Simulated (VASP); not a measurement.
Write the native input for VASP 6.6.1 that does the following.

```yaml
Task: single point
Functional: r2SCAN
Potentials_or_basis: VASP PAW PBE potentials, release 64 (Si, C)
Cutoff: 660 eV
k_mesh: 10 × 10 × 10
Occupations: fermi-dirac, width 0.05 eV
Spin: no spin polarisation
Dipole_correction: no
Further_INCAR_settings: ALGO = Normal; EDIFF = 1e-06; NBANDS = 11
```

Crystal: SiC.

```
Si C
1.0
     0.00000    2.22174    2.22174
     2.22174    0.00000    2.22174
     2.22174    2.22174    0.00000
Si C
1 1
Direct
  0.00000 0.00000 0.00000
  0.75000 0.75000 0.75000
```

These files were run (other wordings do the same):

POSCAR

```
SiC
1.0
    0.0000000000      2.2217363401      2.2217363401
    2.2217363401      0.0000000000      2.2217363401
    2.2217363401      2.2217363401      0.0000000000
Si C
1 1
Direct
    0.0000000000      0.0000000000      0.0000000000
    0.7500000000      0.7500000000      0.7500000000
```

INCAR.step1

```
ALGO     = Normal         # electronic algorithm
EDIFF    = 1E-5           # SCF threshold, eV
ENCUT    = 660            # plane-wave cutoff, eV
GGA      = PE             # functional
GGA_COMPAT= False        
ISMEAR   = -1             # smearing method
LASPH    = True           # aspherical terms in the spheres
LCHARG   = False          # write CHGCAR
LREAL    = False          # projectors in reciprocal space
LWAVE    = True           # write WAVECAR
NBANDS   = 11             # bands
NELM     = 120            # most SCF steps
PREC     = Accurate       # precision mode
SIGMA    = 0.05           # smearing width, eV
```

INCAR.step2

```
ALGO     = Normal         # electronic algorithm
EDIFF    = 1E-6           # SCF threshold, eV
ENCUT    = 660            # plane-wave cutoff, eV
GGA_COMPAT= False        
ISIF     = 2              # what is computed and relaxed
ISMEAR   = -1             # smearing method
ISTART   = 1            
LASPH    = True           # aspherical terms in the spheres
LCHARG   = True           # write CHGCAR
LELF     = True           # ELF
LMIXTAU  = True         
LREAL    = False          # projectors in reciprocal space
LVHAR    = True         
LWAVE    = False          # write WAVECAR
METAGGA  = R2SCAN         # meta-GGA
NBANDS   = 11             # bands
NELM     = 120            # most SCF steps
PREC     = Accurate       # precision mode
SIGMA    = 0.05           # smearing width, eV
```

KPOINTS

```
k-points
0
Gamma
  10 10 10
```

Potentials or basis: VASP PAW PBE potentials, release 64 (Si, C).

Run with:

```sh
$ cat potpaw_PBE.64/Si/POTCAR potpaw_PBE.64/C/POTCAR > POTCAR
$ cp INCAR.step1 INCAR
$ mpirun -np 1 vasp_std > vasp.out
$ cp INCAR.step2 INCAR
$ mpirun -np 1 vasp_std > vasp.out
```

It gave:

```
Pressure               : -12.4 GPa
Band gap on the k mesh : 1.76 eV (least direct gap 4.98 eV)
```

Caveat: the cell stands under tension; the PAW data sets were made with another functional, which shifts forces and pressure a little.

Run time: 91 s on 1 thread of Intel Xeon 8259CL, on a shared host, peak memory 0.16 GiB.
